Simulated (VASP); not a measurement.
Write the native input for VASP 6.6.1 that does the following.

```yaml
Task: single point
Functional: PBE
Potentials_or_basis: VASP PAW PBE potentials, release 64 (K_sv, F)
Cutoff: 520 eV
k_mesh: 8 × 8 × 8
Occupations: gaussian, width 0.05 eV
Spin: no spin polarisation
Dipole_correction: no
Further_INCAR_settings: ALGO = Normal; EDIFF = 1e-06; NBANDS = 15
```

The structure of KF lies in POSCAR:

```
KF
1.0
    0.0000000000      2.6362285449      2.6362285449
    2.6362285449      0.0000000000      2.6362285449
    2.6362285449      2.6362285449      0.0000000000
K F
1 1
Direct
    0.0000000000      0.0000000000      0.0000000000
    0.5000000000      0.5000000000      0.5000000000
```

These files were run (other wordings do the same):

INCAR

```
ALGO = Normal ; EDIFF = 1E-6
ENCUT = 520 ; GGA = PE
ISIF = 2 ; ISMEAR = 0
LASPH = True ; LCHARG = True
LELF = True ; LREAL = False
LVHAR = True ; LWAVE = False
NBANDS = 15 ; NELM = 60
PREC = Accurate ; SIGMA = 0.05
```

KPOINTS

```
k-points
0
Gamma
  8 8 8
```

Potentials or basis: VASP PAW PBE potentials, release 64 (K_sv, F).

Run with:

```console
$ cat potpaw_PBE.64/K_sv/POTCAR potpaw_PBE.64/F/POTCAR > POTCAR
$ mpirun -np 1 vasp_std > vasp.out
```

It gave:

* Pressure: 3.0 GPa
* Band gap on the k mesh: 6.38 eV, direct

It took 8.6 s on 1 thread of Intel(R) Xeon(R) 6975P-C (Granite Rapids), on a shared host, peak memory 0.16 GiB.
